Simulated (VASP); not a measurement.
Set up this calculation in VASP 6.6.1, as the native input.

```
Task                   : single point
Functional             : PBEsol
Potentials or basis    : VASP PAW PBE potentials, release 64 (Al, Cu)
Cutoff                 : 520 eV
k mesh                 : 10 × 10 × 14
Occupations            : gaussian, width 0.1 eV
Spin                   : no spin polarisation
Dipole correction      : no
Further INCAR settings : ALGO = Fast; EDIFF = 1e-07; NBANDS = 16
```

The structure of Al2Cu lies in POSCAR:

```
Al2Cu
1.0
    4.1051820000      0.0000000000      0.0000000000
    0.0000000000      4.1051820000      0.0000000000
    0.0000000000      0.0000000000      2.8913130000
Al Cu
2 1
Direct
    0.5000000000      0.0000000000      0.5000000000
    0.0000000000      0.5000000000      0.5000000000
    0.0000000000      0.0000000000      0.0000000000
```

The input as run:

INCAR

```
  ALGO = Fast
  EDIFF = 1E-7
  ENCUT = 520
  GGA = PS
  ISIF = 2
  ISMEAR = 0
  LASPH = T
  LCHARG = F
  LREAL = F
  LWAVE = F
  NBANDS = 16
  NELM = 100
  PREC = Accurate
  SIGMA = 0.1
```

KPOINTS

```
k-points
0
Gamma
  10 10 14
```

Potentials or basis: VASP PAW PBE potentials, release 64 (Al, Cu).

The run is started by

```console
$ cat potpaw_PBE.64/Al/POTCAR potpaw_PBE.64/Cu/POTCAR > POTCAR
$ mpirun -np 1 vasp_std > vasp.out
```

Results of the run:

The pressure is -2.2 GPa. The band gap on the k mesh is zero (an odd number of electrons rules out a gap without spin polarisation).

Caveat: the PAW data sets were made with another functional, which shifts forces and pressure a little.

It took 3.2 min on 1 thread of Intel Xeon 8259CL (shared host), peak memory 0.26 GiB.
